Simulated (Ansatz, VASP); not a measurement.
# Al2GaP3 in VASP and in Ansatz

```
CELL_PARAMETERS angstrom
4.83178 0.00000 0.00000
-2.41589 4.18445 0.00000
0.00000 0.00000 5.30315
ATOMIC_POSITIONS crystal
Al 0.33333 0.66667 0.91747
Al 0.66667 0.33333 0.08253
Ga 0.00000 0.00000 0.00000
P 0.50000 0.00000 0.50000
P 0.00000 0.50000 0.50000
P 0.50000 0.50000 0.50000
```

Alike in both runs: functional PBE; k mesh 6 × 6 × 4; occupations gaussian, width 0.1 eV; no spin polarisation.

Ansatz relaxed the structure, and its values are those at the end. VASP's run is a single point on that final structure, the one shown.

|  | VASP | Ansatz |
| --- | --- | --- |
| version | VASP 6.6.1 | Ansatz 0.2.0 |
| potentials or method | VASP PAW PBE potentials, release 64 (Al, Ga_d, P), cutoff 520 eV | scalar-relativistic, plane waves, PAW |
| valence electrons in the cell | 34 | 34 |

VASP gave:

```
gap on the k mesh at the Fermi level (eV) : none
pressure (GPa)                            : -0.3
rms of the force components (eV/Å)        : 0.003
```

Problem. Which values does Ansatz return?

Solution. gap on the k mesh at the Fermi level (eV): none; pressure (GPa): -0.2; rms of the force components (eV/Å): 0.005.

A gap of «none» marks a metal or a gap that the smearing closes. With one functional, cell and mesh, what is left measures potentials, basis and numerics.
